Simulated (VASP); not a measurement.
# Al (Cmcm) in VASP: notebook

The runs below take Al through single point, with PBE.

Program: VASP 6.6.1. These are calculated values, not measurements. Logs are shortened: lines on timing, memory, paths and dates and some standing lists are left out, and cuts for length are marked.

### Step 1. The cell of the first run

It takes space group Cmcm (No. 63, orthorhombic). Conventional cell: a = 3.235 Å, b = 4.575 Å, c = 4.575 Å, α = 90.00°, β = 90.00°, γ = 90.00°. Within 3.7 Å of Al (site symmetry m2m) lie 14 Al at 2.80 to 3.57 Å.

### Step 2. Single point, PBE (mode 1 frozen in at -0.224 Å and mode 5 at +0.000 Å (largest displacements))

INCAR reads:

```
SYSTEM = Al
PREC = Accurate
ENCUT = 520
EDIFF = 1E-6
ISMEAR = 0
SIGMA = 0.15
LREAL = .False.
LASPH = .True.
NELM = 100
ALGO = Fast
ISIF = 2
LWAVE = .False.
LCHARG = .False.
GGA = PE
NBANDS = 10
```

KPOINTS reads:

```
Automatic mesh
0
Gamma
  20 20 12
  0 0 0
```

POSCAR reads:

```
Al
1.0
   -1.6175102401      1.6175102401      1.6175102401
    1.6175102401     -1.6175102401      1.6175102401
    3.2350204801      3.2350204801      0.0000000000
Al
2
Direct
    0.0488523540     -0.0488523540      0.0000000000
    0.4511476460      0.5488523540      0.5000000000
```

Potentials or basis: VASP PAW PBE potentials, release 64 (Al).

On the command line:

```bash
$ cat potpaw_PBE.64/Al/POTCAR > POTCAR
$ mpirun -np 1 vasp_std > vasp.out
```

OUTCAR:

```text
SYSTEM = Al
   PREC = Accurate
   ENCUT = 520
   EDIFF = 1E-6
   ISMEAR = 0
   LREAL = .False.
   LASPH = .True.
   NELM = 100
   ISIF = 2
   GGA = PE

 ion  position               nearest neighbor table
   1  0.049  0.951  0.000-   2 2.84   2 2.84   2 2.84   2 2.84   2 2.94   2 2.94
   2  0.451  0.549  0.500-   1 2.84   1 2.84   1 2.84   1 2.84   1 2.94   1 2.94

  LATTYP: Found a base centered orthorhombic cell.
 ALAT       =     3.2350204802
 B/A-ratio  =     1.4142135624
 C/A-ratio  =     1.4142135623

  Lattice vectors:

 A1 = (  -1.6175102401,   1.6175102401,   1.6175102401)
 A2 = (   1.6175102401,  -1.6175102401,   1.6175102401)
 A3 = (   3.2350204801,   3.2350204801,   0.0000000000)

Analysis of symmetry for initial positions (statically):
=====================================================================
 Subroutine PRICEL returns:
 Original cell was already a primitive cell.

 Routine SETGRP: Setting up the symmetry group for a
 base centered orthorhombic supercell.

 Subroutine GETGRP returns: Found  8 space group operations
 (whereof  4 operations were pure point group operations)
 out of a pool of  8 trial point group operations.

The static configuration has the point symmetry C_2v.
 The point group associated with its full space group is D_2h.

Analysis of symmetry for dynamics (positions and initial velocities):
=====================================================================
 Subroutine PRICEL returns:
 Original cell was already a primitive cell.

 Routine SETGRP: Setting up the symmetry group for a
 base centered orthorhombic supercell.

 Subroutine GETGRP returns: Found  8 space group operations
 (whereof  4 operations were pure point group operations)
 out of a pool of  8 trial point group operations.

The dynamic configuration has the point symmetry C_2v.
 The point group associated with its full space group is D_2h.

 Subroutine INISYM returns: Found  8 space group operations
 (whereof  4 operations are pure point group operations),
 and found     1 'primitive' translations

----------------------------------------------------------------------------------------

                                     Primitive cell

  volume of cell :      33.8556

  direct lattice vectors                    reciprocal lattice vectors
    -1.617510240  1.617510240  1.617510240    -0.154558527  0.154558527  0.309117054
     1.617510240 -1.617510240  1.617510240     0.154558527 -0.154558527  0.309117054
     3.235020480  3.235020480  0.000000000     0.154558527  0.154558527  0.000000000

  length of vectors
     2.801609918  2.801609918  4.575009838     0.378589526  0.378589526  0.218578765

  position of ions in fractional coordinates (direct lattice)
     0.048852354  0.951147646  0.000000000
     0.451147646  0.548852354  0.500000000

  ion indices of the primitive-cell ions
   primitive index   ion index
                 1           1
                 2           2

----------------------------------------------------------------------------------------

 KPOINTS: Automatic mesh

Automatic generation of k-mesh.
 Grid dimensions read from file:
 generate k-points for:   20   20   12

 Generating k-lattice:

  Cartesian coordinates                     Fractional coordinates (reciprocal lattice)
    -0.007727926  0.007727926  0.015455853     0.050000000  0.000000000  0.000000000
     0.007727926 -0.007727926  0.015455853     0.000000000  0.050000000  0.000000000
     0.012879877  0.012879877  0.000000000     0.000000000  0.000000000  0.083333333

  Length of vectors
     0.018929476  0.018929476  0.018214897

  Shift w.r.t. Gamma in fractional coordinates (k-lattice)
     0.000000000  0.000000000  0.000000000

 Subroutine IBZKPT returns following result:
 ===========================================

 Found    777 irreducible k-points:

 Following reciprocal coordinates:
            Coordinates               Weight
  0.000000  0.000000  0.000000      1.000000
  0.050000  0.000000  0.000000      4.000000
  0.100000  0.000000  0.000000      4.000000
  0.150000  0.000000  0.000000      4.000000
  0.200000  0.000000  0.000000      4.000000
  0.250000  0.000000  0.000000      4.000000
[... 16 lines left out ...]
 -0.400000  0.050000  0.000000      4.000000
 -0.350000  0.050000  0.000000      4.000000
 [... further k-points ...]
   k-points           NKPTS =    777   k-points in BZ     NKDIM =    777   number of bands    NBANDS=     10
   number of dos      NEDOS =    301   number of ions     NIONS =      2
   total plane-waves  NPLWV =  20736
   dimension x,y,z NGX =    24 NGY =   24 NGZ =   36
   dimension x,y,z NGXF=    48 NGYF=   48 NGZF=   72
   ions per type =               2
   NGX,Y,Z   is equivalent  to a cutoff of  14.24, 14.24, 13.08 a.u.
   NGXF,Y,Z  is equivalent  to a cutoff of  28.48, 28.48, 26.16 a.u.
 SYSTEM =  Al
   PREC   = accura    normal or accurate (medium, high low for compatibility)
   ISTART =      0    job   : 0-new  1-cont  2-samecut
   ICHARG =      2    charge: 1-file 2-atom 10-const
   ISPIN  =      1    spin polarized calculation?
   LNONCOLLINEAR =      F non collinear calculations
   LSORBIT =      F    spin-orbit coupling
   LASPH  =      T    aspherical Exc in radial PAW
   ENCUT  =  520.0 eV  38.22 Ry    6.18 a.u.   5.21  5.21  8.51*2*pi/ulx,y,z
   NELM   =    100;   NELMIN=  2; NELMDL= -5     # of ELM steps
   EDIFF  = 0.1E-05   stopping-criterion for ELM
   LREAL  =      F    real-space projection
   EDIFFG = 0.1E-04   stopping-criterion for IOM
   NSW    =      0    number of steps for IOM
   IBRION =     -1    ionic relax: 0-MD 1-quasi-New 2-CG
   NFREE  =      0    steps in history (QN), initial steepest desc. (CG)
   ISIF   =      2    stress and relaxation
   ISYM   =      2    0-nonsym 1-usesym 2-fastsym
   POTIM  = 0.5000    time-step for ionic-motion
   TEBEG  =    0.0;   TEEND  =   0.0 temperature during run
   PSTRESS=    0.0 pullay stress
   NELECT =       6.0000    total number of electrons
   NUPDOWN=      -1.0000    fix difference up-down
   EMIN   =  10.00;   EMAX   =-10.00  energy-range for DOS
   EFERMI =   0.00;   METHOD = LEGACY
   ISMEAR =     0;   SIGMA  =   0.15  broadening in eV -4-tet -1-fermi 0-gaus
   EFERMI_NEDOS =   21; number of points for ismear=-14 and -15
   IALGO  =     68    algorithm
   IMIX   =      4    mixing-type and parameters
     AMIX     =   0.40;   BMIX     =  1.00
     AMIX_MAG =   1.60;   BMIX_MAG =  1.00
  volume/ion in A,a.u.               =      16.93       114.23
  Fermi-wavevector in a.u.,A,eV,Ry     =   0.919563  1.737722 11.505037  0.845596
  Thomas-Fermi vector in A             =   2.044771
   LORBIT       =      0    0 simple, 1 ext, 2 COOP (PROOUT), +10 PAW based schemes
   GGA     = PE    functional components
   LHFCALC =     F    Hartree Fock is set to
   AEXX    =    0.0000 exact exchange contribution
   IVDW    =     0    specifies the selected vdW correction
   LEPSILON=     F    determine dielectric tensor
   LRPA    =     F    only Hartree local field effects (RPA)
 non-spin polarized calculation
 RMM-DIIS sequential band-by-band and
 Gauss-broadening in eV      SIGMA  =   0.15
  energy-cutoff  :      520.00
  volume of cell :       33.86
 maximum number of plane-waves:       928
 NGX is ok and might be reduce to    24
   NGX = 11   NGY = 11   NGZ = 17

 number of electron       6.0000000 magnetization

 Free energy of the ion-electron system (eV)
  ---------------------------------------------------
  ext. energy  EPLUGINS =         0.00000000
  ---------------------------------------------------
  free energy    TOTEN  =        -7.34668235 eV

  energy without entropy =       -7.33664747  energy(sigma->0) =       -7.34166491

 E-fermi :   7.7109     XC(G=0): -10.1048

 val. band max:        7.7038510546   @ k =  -0.3000   0.1500   0.1667
 cond. band min:       7.7178855333   @ k =   0.2000   0.1500   0.1667
 fundamental gap:      0.0140344788
 Fermi energy:         7.7108535150

 k-point     1 :       0.0000    0.0000    0.0000
  band No.  band energies     occupation
      1      -3.2256      2.00000
      2       3.4979      2.00000
      3       3.9013      2.00000
      4      15.7282      0.00000
      5      15.9318      0.00000
      6      17.3753      0.00000
      7      18.6776      0.00000
      8      20.9720      0.00000
      9      21.2128      0.00000
     10      21.2270      0.00000

 k-point     2 :       0.0500    0.0000    0.0000
  band No.  band energies     occupation
      1      -3.1726      2.00000
      2       3.5471      2.00000
      3       3.9533      2.00000
      4      14.6485      0.00000
      5      15.8812      0.00000
      6      17.9058      0.00000
      7      19.3208      0.00000
      8      20.3792      0.00000
      9      20.4895      0.00000
     10      21.0420      0.00000

 k-point     3 :       0.1000    0.0000    0.0000
  band No.  band energies     occupation
      1      -3.0137      2.00000
      2       3.6946      2.00000
      3       4.1090      2.00000
      4      13.0499      0.00000
      5      15.5526      0.00000
      6      18.5964      0.00000
      7      19.1357      0.00000
      8      19.1407      0.00000
      9      20.1049      0.00000
     10      21.2667      0.00000

 k-point     4 :       0.1500    0.0000    0.0000
  band No.  band energies     occupation
      1      -2.7492      2.00000
      2       3.9404      2.00000
      3       4.3672      2.00000
      4      11.4223      0.00000
      5      15.1906      0.00000
      6      17.6122      0.00000
      7      17.7711      0.00000
      8      19.4632      0.00000
      9      19.5109      0.00000
     10      21.5086      0.00000
[... 222 lines left out ...]
 k-point    22 :      -0.4500    0.0500    0.0000
  band No.  band energies     occupation
      1       0.7434      2.00000
      2       3.4868      2.00000
      3       7.2106      2.00000
      4       7.8135      0.33335
      5       9.9484      0.00000
      6      10.4263      0.00000
      7      14.1600      0.00000
      8      16.8277      0.00000
      9      20.2954      0.00000
     10      20.7762      0.00000

 k-point    23 :      -0.4000    0.0500    0.0000
  band No.  band energies     occupation
      1      -0.0978      2.00000
      2       4.6576      2.00000
      3       6.4248      2.00000
      4       7.0277      2.00000
      5      11.0942      0.00000
      6      11.5458      0.00000
      7      14.6060      0.00000
      8      16.7264      0.00000
      9      20.7134      0.00000
     10      21.1723      0.00000

 k-point    24 :      -0.3500    0.0500    0.0000
  band No.  band energies     occupation
      1      -0.8423      2.00000
      2       5.7251      2.00000
      3       5.7498      2.00000
      4       6.5033      2.00000
      5      12.3480      0.00000
      6      12.7356      0.00000
      7      15.1208      0.00000
      8      16.7367      0.00000
      9      21.1843      0.00000
     10      21.6605      0.00000

 [... further k-points ...]
[... 5 lines left out ...]
  --------------------------------------------------------------------------------------
  -------------------------------------------------------------------------------------
  Total        0.0961108      0.0961108     -0.2386151     -0.2023403     -0.0000000      0.0000000
  in kB        4.5483280      4.5483280    -11.2921718     -9.5755088     -0.0000000      0.0000000
  external PRESSURE =      -0.7318386 kB  Pullay stress =       0.0000000 kB

 VOLUME and BASIS-vectors are now :
 -----------------------------------------------------------------------------
  energy-cutoff  :      520.00
  volume of cell :       33.86
      direct lattice vectors                 reciprocal lattice vectors
    -1.617510240  1.617510240  1.617510240    -0.154558527  0.154558527  0.309117054
     1.617510240 -1.617510240  1.617510240     0.154558527 -0.154558527  0.309117054
     3.235020480  3.235020480  0.000000000     0.154558527  0.154558527  0.000000000

 POSITION                                       TOTAL-FORCE (eV/Angst)
 -----------------------------------------------------------------------------------
      1.45947     -1.45947      1.61751        -0.083821      0.083821      0.000000
      1.77555      1.45947      1.61751         0.083821     -0.083821      0.000000
 -----------------------------------------------------------------------------------
    total drift:                               -0.000000      0.000000      0.000000

  FREE ENERGIE OF THE ION-ELECTRON SYSTEM (eV)
  ---------------------------------------------------
  free  energy   TOTEN  =        -7.3466823464 eV

  energy  without entropy=       -7.3366474737  energy(sigma->0) =       -7.34166491
```

Run time: 78 s. Hardware: 1 thread of Intel Xeon Platinum 8488C (Sapphire Rapids), shared host; peak memory 0.32 GiB.

Results:

| Quantity | Value |
| --- | --- |
| Free energy | -7.3467 eV |
| Pressure | -0.1 GPa |
| Largest force | 0.119 eV/Å |
| Band gap on the k mesh | zero (band 3 reaches 12.75 eV, above the bottom of band 4 at 3.95 eV) |

Forces in eV/Å, atoms in the order of the input:
```
Al  -0.084  0.084  0.000
Al   0.084 -0.084  0.000
```

Stress tensor (GPa, compression positive):
```
 0.45 -0.96  0.00
-0.96  0.45  0.00
 0.00  0.00 -1.13
```

Caveat: the cell differs from its parent crystal (mode 1 frozen in at -0.224 Å and mode 5 at +0.000 Å (largest displacements)).

(Continued in part 2 of 2.)
